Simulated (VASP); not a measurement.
# Pt (P-3m1) in VASP: single point with PBEsol

Aim: the single point of Pt with PBEsol.

Program: VASP 6.6.1. These are calculated values, not measurements. Logs are shortened: lines on timing, memory, paths and dates and some standing lists are left out, and cuts for length are marked.

## 1. The cell of the first run

The structure is trigonal, space group P-3m1 (No. 164). The conventional cell has a = 2.789 Å, b = 2.789 Å, c = 4.985 Å, α = 90.00°, β = 90.00°, γ = 120.00°. Pt (site symmetry 3m) has 12 Pt at 2.79 to 3.14 Å within 3.7 Å.

## 2. Single point, PBEsol (strained and its atoms moved)

File INCAR:

```
ALGO = Fast ; EDIFF = 1E-6
ENCUT = 520 ; GGA = PS
ISIF = 2 ; ISMEAR = 0
LASPH = True ; LCHARG = False
LREAL = False ; LWAVE = False
NBANDS = 17 ; NELM = 100
PREC = Accurate ; SIGMA = 0.1
```

File KPOINTS:

```
k-points
0
Gamma
  18 18 10
```

File POSCAR:

```
Pt
1.0
    2.7890176517      0.0000000000      0.0000000000
   -1.3945088258      2.4153601379      0.0000000000
    0.0000000000      0.0000000000      4.9851132362
Pt
2
Direct
    0.6666666700      0.3333333300      0.7708675300
    0.3333333300      0.6666666700      0.2291324700
```

Potentials or basis: VASP PAW PBE potentials, release 64 (Pt).

The run is started by

```
> cat potpaw_PBE.64/Pt/POTCAR > POTCAR
> mpirun -np 1 vasp_std > vasp.out
```

OUTCAR:

```text
EDIFF = 1E-6
   ENCUT = 520
   GGA = PS
   ISIF = 2
   ISMEAR = 0
   LASPH = True
   LREAL = False
   NELM = 100
   PREC = Accurate

 ion  position               nearest neighbor table
   1  0.667  0.333  0.771-   2 2.79   2 2.79   2 2.79   2 3.14   2 3.14   2 3.14
   2  0.333  0.667  0.229-   1 2.79   1 2.79   1 2.79   1 3.14   1 3.14   1 3.14

  LATTYP: Found a hexagonal cell.
 ALAT       =     2.7890176517
 C/A-ratio  =     1.7874082773

  Lattice vectors:

 A1 = (   2.7890176517,   0.0000000000,   0.0000000000)
 A2 = (  -1.3945088258,   2.4153601379,   0.0000000000)
 A3 = (   0.0000000000,   0.0000000000,   4.9851132362)

Analysis of symmetry for initial positions (statically):
=====================================================================
 Subroutine PRICEL returns:
 Original cell was already a primitive cell.

 Routine SETGRP: Setting up the symmetry group for a
 hexagonal supercell.

 Subroutine GETGRP returns: Found 12 space group operations
 (whereof 12 operations were pure point group operations)
 out of a pool of 24 trial point group operations.

The static configuration has the point symmetry D_3d.

Analysis of symmetry for dynamics (positions and initial velocities):
=====================================================================
 Subroutine PRICEL returns:
 Original cell was already a primitive cell.

 Routine SETGRP: Setting up the symmetry group for a
 hexagonal supercell.

 Subroutine GETGRP returns: Found 12 space group operations
 (whereof 12 operations were pure point group operations)
 out of a pool of 24 trial point group operations.

The dynamic configuration has the point symmetry D_3d.

 Subroutine INISYM returns: Found 12 space group operations
 (whereof 12 operations are pure point group operations),
 and found     1 'primitive' translations

----------------------------------------------------------------------------------------

                                     Primitive cell

  volume of cell :      33.5821

  direct lattice vectors                    reciprocal lattice vectors
     2.789017652  0.000000000  0.000000000     0.358549183  0.207008467  0.000000000
    -1.394508826  2.415360138  0.000000000     0.000000000  0.414016934  0.000000000
     0.000000000  0.000000000  4.985113236     0.000000000  0.000000000  0.200597249

  length of vectors
     2.789017652  2.789017652  4.985113236     0.414016934  0.414016934  0.200597249

  position of ions in fractional coordinates (direct lattice)
     0.666666670  0.333333330  0.770867530
     0.333333330  0.666666670  0.229132470

  ion indices of the primitive-cell ions
   primitive index   ion index
                 1           1
                 2           2

----------------------------------------------------------------------------------------

 KPOINTS: k-points

Automatic generation of k-mesh.
 Grid dimensions read from file:
 generate k-points for:   18   18   10

 Generating k-lattice:

  Cartesian coordinates                     Fractional coordinates (reciprocal lattice)
     0.019919399  0.011500470  0.000000000     0.055555556  0.000000000  0.000000000
     0.000000000  0.023000941  0.000000000     0.000000000  0.055555556  0.000000000
     0.000000000  0.000000000  0.020059725     0.000000000  0.000000000  0.100000000

  Length of vectors
     0.023000941  0.023000941  0.020059725

  Shift w.r.t. Gamma in fractional coordinates (k-lattice)
     0.000000000  0.000000000  0.000000000

 Subroutine IBZKPT returns following result:
 ===========================================

 Found    330 irreducible k-points:

 Following reciprocal coordinates:
            Coordinates               Weight
  0.000000  0.000000  0.000000      1.000000
  0.055556 -0.000000  0.000000      6.000000
  0.111111 -0.000000  0.000000      6.000000
  0.166667 -0.000000  0.000000      6.000000
  0.222222 -0.000000  0.000000      6.000000
  0.277778  0.000000  0.000000      6.000000
[... 16 lines left out ...]
  0.333333  0.111111  0.000000     12.000000
  0.388889  0.111111  0.000000     12.000000
 [... further k-points ...]
   k-points           NKPTS =    330   k-points in BZ     NKDIM =    330   number of bands    NBANDS=     17
   number of dos      NEDOS =    301   number of ions     NIONS =      2
   total plane-waves  NPLWV =  23040
   dimension x,y,z NGX =    24 NGY =   24 NGZ =   40
   dimension x,y,z NGXF=    48 NGYF=   48 NGZF=   80
   ions per type =               2
   NGX,Y,Z   is equivalent  to a cutoff of  14.31, 14.31, 13.34 a.u.
   NGXF,Y,Z  is equivalent  to a cutoff of  28.61, 28.61, 26.68 a.u.
 SYSTEM =  unknown system
   PREC   = accura    normal or accurate (medium, high low for compatibility)
   ISTART =      0    job   : 0-new  1-cont  2-samecut
   ICHARG =      2    charge: 1-file 2-atom 10-const
   ISPIN  =      1    spin polarized calculation?
   LNONCOLLINEAR =      F non collinear calculations
   LSORBIT =      F    spin-orbit coupling
   LASPH  =      T    aspherical Exc in radial PAW
   ENCUT  =  520.0 eV  38.22 Ry    6.18 a.u.   5.19  5.19  9.27*2*pi/ulx,y,z
   NELM   =    100;   NELMIN=  2; NELMDL= -5     # of ELM steps
   EDIFF  = 0.1E-05   stopping-criterion for ELM
   LREAL  =      F    real-space projection
   EDIFFG = 0.1E-04   stopping-criterion for IOM
   NSW    =      0    number of steps for IOM
   IBRION =     -1    ionic relax: 0-MD 1-quasi-New 2-CG
   NFREE  =      0    steps in history (QN), initial steepest desc. (CG)
   ISIF   =      2    stress and relaxation
   ISYM   =      2    0-nonsym 1-usesym 2-fastsym
   POTIM  = 0.5000    time-step for ionic-motion
   TEBEG  =    0.0;   TEEND  =   0.0 temperature during run
   PSTRESS=    0.0 pullay stress
   NELECT =      20.0000    total number of electrons
   NUPDOWN=      -1.0000    fix difference up-down
   EMIN   =  10.00;   EMAX   =-10.00  energy-range for DOS
   EFERMI =   0.00;   METHOD = LEGACY
   ISMEAR =     0;   SIGMA  =   0.10  broadening in eV -4-tet -1-fermi 0-gaus
   EFERMI_NEDOS =   21; number of points for ismear=-14 and -15
   IALGO  =     68    algorithm
   IMIX   =      4    mixing-type and parameters
     AMIX     =   0.40;   BMIX     =  1.00
     AMIX_MAG =   1.60;   BMIX_MAG =  1.00
  volume/ion in A,a.u.               =      16.79       113.31
  Fermi-wavevector in a.u.,A,eV,Ry     =   1.377364  2.602841 25.812047  1.897132
  Thomas-Fermi vector in A             =   2.502524
   LORBIT       =      0    0 simple, 1 ext, 2 COOP (PROOUT), +10 PAW based schemes
   GGA     = PS    functional components
   LHFCALC =     F    Hartree Fock is set to
   AEXX    =    0.0000 exact exchange contribution
   IVDW    =     0    specifies the selected vdW correction
   LEPSILON=     F    determine dielectric tensor
   LRPA    =     F    only Hartree local field effects (RPA)
 non-spin polarized calculation
 RMM-DIIS sequential band-by-band and
 Gauss-broadening in eV      SIGMA  =   0.10
  energy-cutoff  :      520.00
  volume of cell :       33.58
 maximum number of plane-waves:       918
 NGX is ok and might be reduce to    24
   NGX = 11   NGY = 11   NGZ = 19

 number of electron      20.0000000 magnetization

 Free energy of the ion-electron system (eV)
  ---------------------------------------------------
  ext. energy  EPLUGINS =         0.00000000
  ---------------------------------------------------
  free energy    TOTEN  =       -13.43671962 eV

  energy without entropy =      -13.41623286  energy(sigma->0) =      -13.42647624

 E-fermi :   9.1507     XC(G=0): -12.9673

 val. band max:        9.1483952488   @ k =  -0.1667   0.3889   0.4000
 cond. band min:       9.1512437397   @ k =  -0.1667  -0.4444   0.1000
 fundamental gap:      0.0028484909
 Fermi energy:         9.1506852745

 k-point     1 :       0.0000    0.0000    0.0000
  band No.  band energies     occupation
      1      -0.0660      2.00000
      2       2.4155      2.00000
      3       5.4454      2.00000
      4       5.9200      2.00000
      5       5.9200      2.00000
      6       6.1981      2.00000
[... 9 lines left out ...]
     16      26.3323      0.00000
     17      29.9876      0.00000

 k-point     2 :       0.0556   -0.0000    0.0000
  band No.  band energies     occupation
      1       0.0429      2.00000
      2       2.5178      2.00000
      3       5.4448      2.00000
      4       5.9030      2.00000
      5       6.0007      2.00000
      6       6.1426      2.00000
[... 9 lines left out ...]
     16      26.4638      0.00000
     17      29.3039      0.00000

 k-point     3 :       0.1111   -0.0000    0.0000
  band No.  band energies     occupation
      1       0.3617      2.00000
      2       2.8076      2.00000
      3       5.3801      2.00000
      4       5.8756      2.00000
      5       6.0548      2.00000
      6       6.2374      2.00000
[... 9 lines left out ...]
     16      26.5942      0.00000
     17      28.2503      0.00000

 k-point     4 :       0.1667   -0.0000    0.0000
  band No.  band energies     occupation
      1       0.8632      2.00000
      2       3.2173      2.00000
      3       5.2325      2.00000
      4       5.6684      2.00000
      5       6.2027      2.00000
      6       6.2644      2.00000
[... 9 lines left out ...]
     16      26.6101      0.00000
     17      26.9375      0.00000

 k-point     5 :       0.2222   -0.0000    0.0000
  band No.  band energies     occupation
      1       1.4915      2.00000
      2       3.5722      2.00000
      3       5.1148      2.00000
      4       5.4148      2.00000
      5       5.7459      2.00000
      6       6.5850      2.00000
[... 9 lines left out ...]
     16      25.6706      0.00000
     17      26.9686      0.00000

 k-point     6 :       0.2778    0.0000    0.0000
  band No.  band energies     occupation
      1       2.1426      2.00000
      2       3.6467      2.00000
      3       4.7809      2.00000
      4       5.5583      2.00000
      5       5.6223      2.00000
      6       6.5955      2.00000
[... 9 lines left out ...]
     16      24.6959      0.00000
     17      26.3605      0.00000

 k-point     7 :       0.3333   -0.0000    0.0000
  band No.  band energies     occupation
      1       2.6619      2.00000
      2       3.5096      2.00000
      3       4.3936      2.00000
      4       5.6570      2.00000
      5       6.0587      2.00000
      6       6.4446      2.00000
[... 9 lines left out ...]
     16      23.4804      0.00000
     17      24.2134      0.00000

 k-point     8 :       0.3889    0.0000    0.0000
  band No.  band energies     occupation
      1       2.9467      2.00000
      2       3.3359      2.00000
      3       4.0953      2.00000
      4       5.9461      2.00000
      5       6.1451      2.00000
      6       6.4538      2.00000
[... 9 lines left out ...]
     16      22.1658      0.00000
     17      23.1411      0.00000
[... 203 lines left out ...]
      1       1.1567      2.00000
      2       3.4741      2.00000
      3       5.0620      2.00000
      4       5.6771      2.00000
      5       5.8594      2.00000
      6       6.2417      2.00000
[... 9 lines left out ...]
     16      26.4619      0.00000
     17      26.7764      0.00000

 k-point    20 :       0.1667    0.1111    0.0000
  band No.  band energies     occupation
      1       1.7775      2.00000
      2       3.8760      2.00000
      3       4.8712      2.00000
      4       5.3826      2.00000
      5       5.5588      2.00000
      6       6.4143      2.00000
[... 9 lines left out ...]
     16      25.8191      0.00000
     17      27.0314      0.00000

 k-point    21 :       0.2222    0.1111    0.0000
  band No.  band energies     occupation
      1       2.4389      2.00000
      2       3.9817      2.00000
      3       4.7272      2.00000
      4       5.2086      2.00000
      5       5.5633      2.00000
      6       6.2475      2.00000
[... 9 lines left out ...]
     16      24.8846      0.00000
     17      26.5901      0.00000

 k-point    22 :       0.2778    0.1111    0.0000
  band No.  band energies     occupation
      1       2.9836      2.00000
      2       3.8201      2.00000
      3       4.4218      2.00000
      4       5.4155      2.00000
      5       5.9006      2.00000
      6       6.0971      2.00000
[... 9 lines left out ...]
     16      23.8144      0.00000
     17      24.6489      0.00000

 k-point    23 :       0.3333    0.1111    0.0000
  band No.  band energies     occupation
      1       3.2812      2.00000
      2       3.6343      2.00000
      3       4.1568      2.00000
      4       5.7825      2.00000
      5       5.9894      2.00000
      6       6.3385      2.00000
[... 9 lines left out ...]
     16      22.2157      0.00000
     17      23.5223      0.00000

 k-point    24 :       0.3889    0.1111    0.0000
  band No.  band energies     occupation
      1       3.3841      2.00000
      2       3.5069      2.00000
      3       3.9882      2.00000
      4       5.9389      2.00000
      5       6.1120      2.00000
      6       6.4580      2.00000
[... 9 lines left out ...]
     16      20.8885      0.00000
     17      22.8142      0.00000

 [... further k-points ...]

------------------------ aborting loop because EDIFF is reached ----------------------------------------

  FORCE on cell =-STRESS in cart. coord.  units (eV):
  Direction    XX          YY          ZZ          XY          YZ          ZX
  --------------------------------------------------------------------------------------
  -------------------------------------------------------------------------------------
  Total       -3.8407030     -3.8407030     -3.4472854     -0.0000000     -0.0000000     -0.0000000
  in kB     -183.2369783   -183.2369783   -164.4673289     -0.0000000     -0.0000000     -0.0000000
  external PRESSURE =    -176.9804285 kB  Pullay stress =       0.0000000 kB

 VOLUME and BASIS-vectors are now :
 -----------------------------------------------------------------------------
  energy-cutoff  :      520.00
  volume of cell :       33.58
      direct lattice vectors                 reciprocal lattice vectors
     2.789017652  0.000000000  0.000000000     0.358549183  0.207008467  0.000000000
    -1.394508826  2.415360138  0.000000000     0.000000000  0.414016934  0.000000000
     0.000000000  0.000000000  4.985113236     0.000000000  0.000000000  0.200597249

 POSITION                                       TOTAL-FORCE (eV/Angst)
 -----------------------------------------------------------------------------------
      1.39451      0.80512      3.84286         0.000000     -0.000000     -1.159244
     -0.00000      1.61024      1.14225         0.000000      0.000000      1.159244
 -----------------------------------------------------------------------------------
    total drift:                               -0.000000      0.000000     -0.000000

  FREE ENERGIE OF THE ION-ELECTRON SYSTEM (eV)
  ---------------------------------------------------
  free  energy   TOTEN  =       -13.4367196197 eV

  energy  without entropy=      -13.4162328580  energy(sigma->0) =      -13.42647624
```

Run time: 63 s. Hardware: 1 thread of Intel Xeon 6975P-C (Granite Rapids), shared host; peak memory 0.27 GiB.

What came out:

| Property | Result |
| --- | --- |
| Free energy | -13.4367 eV |
| Pressure | -17.7 GPa |
| Largest force | 1.159 eV/Å |
| Band gap on the k mesh | zero (band 10 reaches 9.65 eV, above the bottom of band 11 at 8.65 eV) |

Forces in eV/Å, atoms in the order of the input:
```
Pt   0.000  0.000 -1.159
Pt   0.000  0.000  1.159
```

Stress tensor (GPa, compression positive):
```
-18.32   0.00   0.00
  0.00 -18.32   0.00
  0.00   0.00 -16.45
```

Caveat: the cell differs from its parent crystal (strained and its atoms moved); the PAW data sets were made with another functional, which shifts forces and pressure a little; spin-orbit coupling is left out, which moves the levels of the heavy elements.
